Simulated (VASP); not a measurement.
## GaN: single point with PBEsol

GaN, a slab with vacuum:

```
Ga N
1.0
     3.18258    0.00000    0.00000
     0.00000    5.18543    0.00000
     0.00000    0.00000   24.18731
Ga N
8 8
Direct
  0.00000 0.97254 0.32171
  0.50000 0.50780 0.34398
  0.50000 0.00059 0.42604
  0.00000 0.50550 0.46095
  0.00000 0.00550 0.53905
  0.50000 0.50059 0.57396
  0.50000 0.00780 0.65602
  0.00000 0.47254 0.67829
  0.00000 0.62682 0.31075
  0.50000 0.13237 0.34738
  0.50000 0.62621 0.42392
  0.00000 0.12816 0.46204
  0.00000 0.62816 0.53796
  0.50000 0.12621 0.57608
  0.50000 0.63237 0.65262
  0.00000 0.12682 0.68925
```

* Program: VASP 6.6.1
* Task: single point
* Functional: PBEsol
* Potentials or basis: VASP PAW PBE potentials, release 64 (Ga_d, N)
* Cutoff: 520 eV
* k mesh: 8 × 5 × 1
* Occupations: gaussian, width 0.05 eV
* Spin: no spin polarisation
* Dipole correction: yes
* Further INCAR settings: LREAL = Auto; ALGO = Normal; EDIFF = 1e-07; NBANDS = 86

The largest force is 0.048 eV/Å and the band gap on the k mesh is 1.61 eV.

Forces in eV/Å, atoms in the order of the input:
```
Ga   0.000 -0.034 -0.002
Ga   0.000  0.003 -0.043
Ga   0.000 -0.003 -0.004
Ga   0.000  0.004 -0.010
Ga   0.000  0.004  0.010
Ga   0.000 -0.003  0.004
Ga   0.000  0.003  0.043
Ga   0.000 -0.034  0.002
N    0.000  0.026  0.040
N    0.000  0.001 -0.002
N    0.000  0.002  0.021
N    0.000  0.000  0.002
N    0.000  0.000 -0.002
N    0.000  0.002 -0.021
N    0.000  0.001  0.002
N    0.000  0.026 -0.040
```

Levels at points of the mesh, in eV from the valence-band top:
```tsv
k point	band 68	band 69	band 70	band 71	band 72	band 73	band 74	band 75	band 76	band 77
(0.00, 0.00, 0.00)	-0.39	-0.22	-0.14	-0.09	0.00	1.61	2.35	3.67	4.53	4.70
(0.50, 0.00, 0.00)	-1.72	-1.64	-1.13	-0.50	-0.47	3.40	3.42	5.40	5.44	5.49
```

Run time: 29 min on 1 thread of AMD EPYC 7R43 64-Core Processor (Zen 3), with other jobs on the host, peak memory 0.53 GiB.

Caveat: the PAW data sets were made with another functional, which shifts forces and pressure a little.
